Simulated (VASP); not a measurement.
## YB: single point with PBEsol

The system is YB.

```
Y B
1.0
     0.00000    2.66461    2.66461
     2.66461    0.00000    2.66461
     2.66461    2.66461    0.00000
Y B
1 1
Direct
  0.50000 0.50000 0.50000
  0.00000 0.00000 0.00000
```

```json
{
  "Program": "VASP 6.6.1",
  "Task": "single point",
  "Functional": "PBEsol",
  "Potentials or basis": "VASP PAW PBE potentials, release 64 (Y_sv, B)",
  "Cutoff": "520 eV",
  "k mesh": "10 × 10 × 10",
  "Occupations": "gaussian, width 0.05 eV",
  "Spin": "no spin polarisation",
  "Dipole correction": "no",
  "Further INCAR settings": "ALGO = Normal; EDIFF = 1e-06; NBANDS = 14"
}
```

- Pressure: -1.8 GPa
- Band gap on the k mesh: zero (bands 7 and 8 overlap by 3.09 eV)

Levels at points of the mesh, in eV from the Fermi level:
| k point | band 4 | band 5 | band 6 | band 7 | band 8 | band 9 | band 10 | band 11 |
| --- | --- | --- | --- | --- | --- | --- | --- | --- |
| (0.00, 0.00, 0.00) | -20.98 | -7.30 | 2.65 | 2.65 | 2.65 | 2.68 | 2.68 | 2.68 |
| (0.50, 0.00, 0.00) | -21.02 | -4.37 | -2.98 | -0.44 | -0.44 | 5.50 | 5.50 | 6.05 |
| (0.50, 0.50, 0.00) | -21.13 | -5.59 | -0.67 | 0.29 | 1.59 | 1.59 | 5.34 | 6.42 |

Wall time 23 s on 1 thread of Intel(R) Xeon(R) Platinum 8375C CPU @ 2.90GHz (Ice Lake) (shared host), peak memory 0.18 GiB.

Caveat: the PAW data sets were made with another functional, which shifts forces and pressure a little.
